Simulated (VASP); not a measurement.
# InW3 (Pm-3m) in VASP: further runs

The runs below take InW3 through single point, relaxation of cell and atoms, with PBE.

Everything below comes from runs of VASP 6.6.1. Logs are shortened: lines on timing, memory, paths and dates and some standing lists are left out, and cuts for length are marked.

## Step 1: The cell of the first run

The structure is cubic, space group Pm-3m (No. 221). Conventional cell: a = 4.081 Å, b = 4.081 Å, c = 4.081 Å, α = 90.00°, β = 90.00°, γ = 90.00°. In (site symmetry m-3m) has 12 W at 2.89 Å within 3.8 Å. Within 3.8 Å of W (site symmetry 4/mmm) lie 4 In at 2.89 Å and 8 W at 2.89 Å.

## Step 2: Single point, PBE

INCAR reads:

```
  ALGO = Normal
  EDIFF = 1E-7
  ENCUT = 520
  GGA = PE
  ISIF = 2
  ISMEAR = 0
  LASPH = True
  LCHARG = True
  LELF = True
  LREAL = False
  LVHAR = True
  LWAVE = False
  NBANDS = 36
  NELM = 100
  PREC = Accurate
  SIGMA = 0.1
```

KPOINTS reads:

```
k-points
0
Gamma
  4 4 4
```

POSCAR reads:

```
InW3
1.0
    4.0807735402      0.0000000000      0.0000000000
    0.0000000000      4.0807735402      0.0000000000
    0.0000000000      0.0000000000      4.0807735402
In W
1 3
Direct
    0.0000000000      0.0000000000      0.0000000000
    0.0000000000      0.5000000000      0.5000000000
    0.5000000000      0.0000000000      0.5000000000
    0.5000000000      0.5000000000      0.0000000000
```

Potentials or basis: VASP PAW PBE potentials, release 64 (In_d, W_sv).

Launch:

```console
$ cat potpaw_PBE.64/In_d/POTCAR potpaw_PBE.64/W_sv/POTCAR > POTCAR
$ mpirun -np 1 vasp_std > vasp.out
```

OUTCAR:

```text
EDIFF = 1E-7
   ENCUT = 520
   GGA = PE
   ISIF = 2
   ISMEAR = 0
   LASPH = True
   LREAL = False
   NELM = 100
   PREC = Accurate

 ion  position               nearest neighbor table
   1  0.000  0.000  0.000-   2 2.89   3 2.89   4 2.89   2 2.89   3 2.89   2 2.89   4 2.89   2 2.89
                             3 2.89   4 2.89   3 2.89   4 2.89
   2  0.000  0.500  0.500-   1 2.89   3 2.89   4 2.89   1 2.89   4 2.89   1 2.89   3 2.89   1 2.89
                             3 2.89   4 2.89   4 2.89   3 2.89
   3  0.500  0.000  0.500-   1 2.89   2 2.89   4 2.89   1 2.89   4 2.89   2 2.89   4 2.89   4 2.89
                             1 2.89   2 2.89   1 2.89   2 2.89
   4  0.500  0.500  0.000-   1 2.89   2 2.89   3 2.89   2 2.89   3 2.89   1 2.89   3 2.89   3 2.89
                             1 2.89   2 2.89   2 2.89   1 2.89

  LATTYP: Found a simple cubic cell.
 ALAT       =     4.0807735402

  Lattice vectors:

 A1 = (   4.0807735402,   0.0000000000,   0.0000000000)
 A2 = (   0.0000000000,   4.0807735402,   0.0000000000)
 A3 = (   0.0000000000,   0.0000000000,   4.0807735402)

Analysis of symmetry for initial positions (statically):
=====================================================================
 Subroutine PRICEL returns:
 Original cell was already a primitive cell.

 Routine SETGRP: Setting up the symmetry group for a
 simple cubic supercell.

 Subroutine GETGRP returns: Found 48 space group operations
 (whereof 48 operations were pure point group operations)
 out of a pool of 48 trial point group operations.

The static configuration has the point symmetry O_h .

Analysis of symmetry for dynamics (positions and initial velocities):
=====================================================================
 Subroutine PRICEL returns:
 Original cell was already a primitive cell.

 Routine SETGRP: Setting up the symmetry group for a
 simple cubic supercell.

 Subroutine GETGRP returns: Found 48 space group operations
 (whereof 48 operations were pure point group operations)
 out of a pool of 48 trial point group operations.

The dynamic configuration has the point symmetry O_h .

 Subroutine INISYM returns: Found 48 space group operations
 (whereof 48 operations are pure point group operations),
 and found     1 'primitive' translations

----------------------------------------------------------------------------------------

                                     Primitive cell

  volume of cell :      67.9559

  direct lattice vectors                    reciprocal lattice vectors
     4.080773540  0.000000000  0.000000000     0.245051579  0.000000000  0.000000000
     0.000000000  4.080773540  0.000000000     0.000000000  0.245051579  0.000000000
     0.000000000  0.000000000  4.080773540     0.000000000  0.000000000  0.245051579

  length of vectors
     4.080773540  4.080773540  4.080773540     0.245051579  0.245051579  0.245051579

  position of ions in fractional coordinates (direct lattice)
     0.000000000  0.000000000  0.000000000
     0.000000000  0.500000000  0.500000000
     0.500000000  0.000000000  0.500000000
     0.500000000  0.500000000  0.000000000

  ion indices of the primitive-cell ions
   primitive index   ion index
                 1           1
                 2           2
                 3           3
                 4           4

----------------------------------------------------------------------------------------

 KPOINTS: k-points

Automatic generation of k-mesh.
 Grid dimensions read from file:
 generate k-points for:    4    4    4

 Generating k-lattice:

  Cartesian coordinates                     Fractional coordinates (reciprocal lattice)
     0.061262895  0.000000000  0.000000000     0.250000000  0.000000000  0.000000000
     0.000000000  0.061262895  0.000000000     0.000000000  0.250000000  0.000000000
     0.000000000  0.000000000  0.061262895     0.000000000  0.000000000  0.250000000

  Length of vectors
     0.061262895  0.061262895  0.061262895

  Shift w.r.t. Gamma in fractional coordinates (k-lattice)
     0.000000000  0.000000000  0.000000000

 Subroutine IBZKPT returns following result:
 ===========================================

 Found     10 irreducible k-points:

 Following reciprocal coordinates:
            Coordinates               Weight
  0.000000  0.000000  0.000000      1.000000
  0.250000  0.000000  0.000000      6.000000
  0.500000  0.000000  0.000000      3.000000
  0.250000  0.250000  0.000000     12.000000
  0.500000  0.250000  0.000000     12.000000
  0.500000  0.500000  0.000000      3.000000
  0.250000  0.250000  0.250000      8.000000
  0.500000  0.250000  0.250000     12.000000
  0.500000  0.500000  0.250000      6.000000
  0.500000  0.500000  0.500000      1.000000
   k-points           NKPTS =     10   k-points in BZ     NKDIM =     10   number of bands    NBANDS=     36
   number of dos      NEDOS =    301   number of ions     NIONS =      4
   total plane-waves  NPLWV =  27000
   dimension x,y,z NGX =    30 NGY =   30 NGZ =   30
   dimension x,y,z NGXF=    60 NGYF=   60 NGZF=   60
   ions per type =               1   3
   NGX,Y,Z   is equivalent  to a cutoff of  12.22, 12.22, 12.22 a.u.
   NGXF,Y,Z  is equivalent  to a cutoff of  24.44, 24.44, 24.44 a.u.
 SYSTEM =  unknown system
   PREC   = accura    normal or accurate (medium, high low for compatibility)
   ISTART =      0    job   : 0-new  1-cont  2-samecut
   ICHARG =      2    charge: 1-file 2-atom 10-const
   ISPIN  =      1    spin polarized calculation?
   LNONCOLLINEAR =      F non collinear calculations
   LSORBIT =      F    spin-orbit coupling
   LASPH  =      T    aspherical Exc in radial PAW
   ENCUT  =  520.0 eV  38.22 Ry    6.18 a.u.   7.59  7.59  7.59*2*pi/ulx,y,z
   NELM   =    100;   NELMIN=  2; NELMDL= -5     # of ELM steps
   EDIFF  = 0.1E-06   stopping-criterion for ELM
   LREAL  =      F    real-space projection
   EDIFFG = 0.1E-05   stopping-criterion for IOM
   NSW    =      0    number of steps for IOM
   IBRION =     -1    ionic relax: 0-MD 1-quasi-New 2-CG
   NFREE  =      0    steps in history (QN), initial steepest desc. (CG)
   ISIF   =      2    stress and relaxation
   ISYM   =      2    0-nonsym 1-usesym 2-fastsym
   POTIM  = 0.5000    time-step for ionic-motion
   TEBEG  =    0.0;   TEEND  =   0.0 temperature during run
   PSTRESS=    0.0 pullay stress
   NELECT =      55.0000    total number of electrons
   NUPDOWN=      -1.0000    fix difference up-down
   EMIN   =  10.00;   EMAX   =-10.00  energy-range for DOS
   EFERMI =   0.00;   METHOD = LEGACY
   ISMEAR =     0;   SIGMA  =   0.10  broadening in eV -4-tet -1-fermi 0-gaus
   EFERMI_NEDOS =   21; number of points for ismear=-14 and -15
   IALGO  =     38    algorithm
   IMIX   =      4    mixing-type and parameters
     AMIX     =   0.40;   BMIX     =  1.00
     AMIX_MAG =   1.60;   BMIX_MAG =  1.00
  volume/ion in A,a.u.               =      16.99       114.65
  Fermi-wavevector in a.u.,A,eV,Ry     =   1.525644  2.883049 31.668783  2.327590
  Thomas-Fermi vector in A             =   2.633786
   LORBIT       =      0    0 simple, 1 ext, 2 COOP (PROOUT), +10 PAW based schemes
   GGA     = PE    functional components
   LHFCALC =     F    Hartree Fock is set to
   AEXX    =    0.0000 exact exchange contribution
   IVDW    =     0    specifies the selected vdW correction
   LEPSILON=     F    determine dielectric tensor
   LRPA    =     F    only Hartree local field effects (RPA)
 non-spin polarized calculation
 Gauss-broadening in eV      SIGMA  =   0.10
  energy-cutoff  :      520.00
  volume of cell :       67.96
 maximum number of plane-waves:      1856
   NGX = 15   NGY = 15   NGZ = 15

 number of electron      54.9999998 magnetization

 Free energy of the ion-electron system (eV)
  ---------------------------------------------------
  ext. energy  EPLUGINS =         0.00000000
  ---------------------------------------------------
  free energy    TOTEN  =       -39.21178083 eV

  energy without entropy =      -39.20414220  energy(sigma->0) =      -39.20796152

 E-fermi :  11.1944     XC(G=0): -13.0518

 val. band max:       11.0123457532   @ k =   0.5000   0.0000   0.0000
 cond. band min:      11.2735477618   @ k =   0.5000   0.2500   0.2500
 fundamental gap:      0.2612020086
 Fermi energy:        11.1944163753

 k-point     1 :       0.0000    0.0000    0.0000
  band No.  band energies     occupation
      1     -63.0296      2.00000
      2     -62.9392      2.00000
      3     -62.9392      2.00000
      4     -27.5298      2.00000
      5     -27.5298      2.00000
      6     -27.5298      2.00000
[... 28 lines left out ...]
     35      16.1779      0.00000
     36      16.1779      0.00000

 k-point     2 :       0.2500    0.0000    0.0000
  band No.  band energies     occupation
      1     -63.0181      2.00000
      2     -62.9506      2.00000
      3     -62.9391      2.00000
      4     -27.4762      2.00000
      5     -27.4762      2.00000
      6     -27.4456      2.00000
[... 28 lines left out ...]
     35      15.9785      0.00000
     36      16.3944      0.00000

 k-point     3 :       0.5000    0.0000    0.0000
  band No.  band energies     occupation
      1     -62.9994      2.00000
      2     -62.9693      2.00000
      3     -62.9390      2.00000
      4     -27.4013      2.00000
      5     -27.4013      2.00000
      6     -27.2930      2.00000
[... 28 lines left out ...]
     35      16.1866      0.00000
     36      18.1820      0.00000

 k-point     4 :       0.2500    0.2500    0.0000
  band No.  band energies     occupation
      1     -63.0079      2.00000
      2     -62.9541      2.00000
      3     -62.9457      2.00000
      4     -27.5053      2.00000
      5     -27.4199      2.00000
      6     -27.3365      2.00000
[... 28 lines left out ...]
     35      16.2294      0.00000
     36      16.2721      0.00000

 k-point     5 :       0.5000    0.2500    0.0000
  band No.  band energies     occupation
      1     -62.9905      2.00000
      2     -62.9692      2.00000
      3     -62.9478      2.00000
      4     -27.4425      2.00000
      5     -27.4019      2.00000
      6     -27.3358      2.00000
[... 28 lines left out ...]
     35      15.6500      0.00000
     36      16.4903      0.00000

 k-point     6 :       0.5000    0.5000    0.0000
  band No.  band energies     occupation
      1     -62.9692      2.00000
      2     -62.9691      2.00000
      3     -62.9691      2.00000
      4     -27.5263      2.00000
      5     -27.3974      2.00000
      6     -27.2293      2.00000
[... 28 lines left out ...]
     35      16.6286      0.00000
     36      16.6286      0.00000

 k-point     7 :       0.2500    0.2500    0.2500
  band No.  band energies     occupation
      1     -62.9993      2.00000
      2     -62.9540      2.00000
      3     -62.9540      2.00000
      4     -27.5617      2.00000
      5     -27.3847      2.00000
      6     -27.3847      2.00000
[... 28 lines left out ...]
     35      15.8307      0.00000
     36      15.8307      0.00000

 k-point     8 :       0.5000    0.2500    0.2500
  band No.  band energies     occupation
      1     -62.9842      2.00000
      2     -62.9691      2.00000
      3     -62.9539      2.00000
      4     -27.5298      2.00000
      5     -27.4529      2.00000
      6     -27.4209      2.00000
[... 28 lines left out ...]
     35      15.8643      0.00000
     36      16.1223      0.00000

 k-point     9 :       0.5000    0.5000    0.2500
  band No.  band energies     occupation
      1     -62.9690      2.00000
      2     -62.9690      2.00000
      3     -62.9690      2.00000
      4     -27.5718      2.00000
      5     -27.5241      2.00000
      6     -27.4349      2.00000
[... 28 lines left out ...]
     35      15.8737      0.00000
     36      15.8737      0.00000

 k-point    10 :       0.5000    0.5000    0.5000
  band No.  band energies     occupation
      1     -62.9690      2.00000
      2     -62.9690      2.00000
      3     -62.9690      2.00000
      4     -27.6798      2.00000
      5     -27.5218      2.00000
      6     -27.5218      2.00000
[... 28 lines left out ...]
     35      15.4440      0.00000
     36      15.4440      0.00000

------------------------ aborting loop because EDIFF is reached ----------------------------------------

  FORCE on cell =-STRESS in cart. coord.  units (eV):
  Direction    XX          YY          ZZ          XY          YZ          ZX
  --------------------------------------------------------------------------------------
  -------------------------------------------------------------------------------------
  Total        0.1656602      0.1656602      0.1656602      0.0000000     -0.0000000      0.0000000
  in kB        3.9057205      3.9057205      3.9057205      0.0000000     -0.0000000      0.0000000
  external PRESSURE =       3.9057205 kB  Pullay stress =       0.0000000 kB

 VOLUME and BASIS-vectors are now :
 -----------------------------------------------------------------------------
  energy-cutoff  :      520.00
  volume of cell :       67.96
      direct lattice vectors                 reciprocal lattice vectors
     4.080773540  0.000000000  0.000000000     0.245051579  0.000000000  0.000000000
     0.000000000  4.080773540  0.000000000     0.000000000  0.245051579  0.000000000
     0.000000000  0.000000000  4.080773540     0.000000000  0.000000000  0.245051579

 POSITION                                       TOTAL-FORCE (eV/Angst)
 -----------------------------------------------------------------------------------
      0.00000      0.00000      0.00000         0.000000      0.000000      0.000000
      0.00000      2.04039      2.04039         0.000000      0.000000      0.000000
      2.04039      0.00000      2.04039         0.000000      0.000000      0.000000
      2.04039      2.04039      0.00000         0.000000      0.000000      0.000000
 -----------------------------------------------------------------------------------
    total drift:                                0.000000      0.000000     -0.000000

  FREE ENERGIE OF THE ION-ELECTRON SYSTEM (eV)
  ---------------------------------------------------
  free  energy   TOTEN  =       -39.2117808331 eV

  energy  without entropy=      -39.2041422023  energy(sigma->0) =      -39.20796152
```

It took 28 s on 1 thread of Intel Xeon Platinum 8375C at 2.90GHz (Ice Lake), shared host; peak memory 0.17 GiB.

Results:

```
Free energy : -39.2118 eV
Pressure    : 0.4 GPa
```

Caveat: the k points lie up to 0.38 Å⁻¹ apart; spin-orbit coupling is left out, which moves the levels of the heavy elements.

(Part 1 of 2 ends here.)
